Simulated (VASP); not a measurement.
CaO: single point with PBEsol

The system is CaO.

```
CELL_PARAMETERS angstrom
2.35974 2.35974 0.00000
-2.35974 2.35974 0.00000
0.00000 2.35974 2.39788
ATOMIC_POSITIONS crystal
Ca 0.00000 0.00000 0.00000
O 0.50000 0.50000 0.00000
```

This cell differs from its parent crystal: in-plane strain -0.01.

- Program: VASP 6.6.1
- Task: single point
- Functional: PBEsol
- Potentials or basis: VASP PAW PBE potentials, release 64 (Ca_sv, O)
- Cutoff: 520 eV
- k mesh: 8 × 8 × 8
- Occupations: gaussian, width 0.01 eV
- Spin: no spin polarisation

```
Pressure               : 2.4 GPa
Band gap on the k mesh : 3.48 eV, indirect (least direct gap 3.86 eV)
```

Stress tensor (GPa, compression positive):
```
3.40 0.00 0.00
0.00 3.40 0.00
0.00 0.00 0.42
```

Levels at points of the mesh, in eV from the valence-band top:
```csv
k point,band 4,band 5,band 6,band 7,band 8,band 9,band 10,band 11,band 12,band 13
"(0.00, 0.00, 0.00)",-18.05,-15.54,-0.05,0.00,0.00,4.85,6.19,6.31,6.31,7.81
"(0.50, 0.00, 0.00)",-18.11,-14.12,-2.80,-1.32,-1.32,7.18,8.56,8.58,8.61,10.70
"(0.50, 0.50, 0.00)",-18.33,-15.29,-1.28,-0.42,-0.38,3.48,8.32,9.14,9.78,9.91
"(0.00, 0.00, 0.50)",-18.31,-15.29,-1.38,-0.35,-0.35,3.53,8.31,9.13,9.84,9.84
```

Wall time 13 s on 1 thread of Intel(R) Xeon(R) Platinum 8559C (Emerald Rapids) (shared host), peak memory 0.17 GiB.

Caveat: the cell differs from its parent crystal (in-plane strain -0.01); the PAW data sets were made with another functional, which shifts forces and pressure a little. A k mesh can miss the band edges.
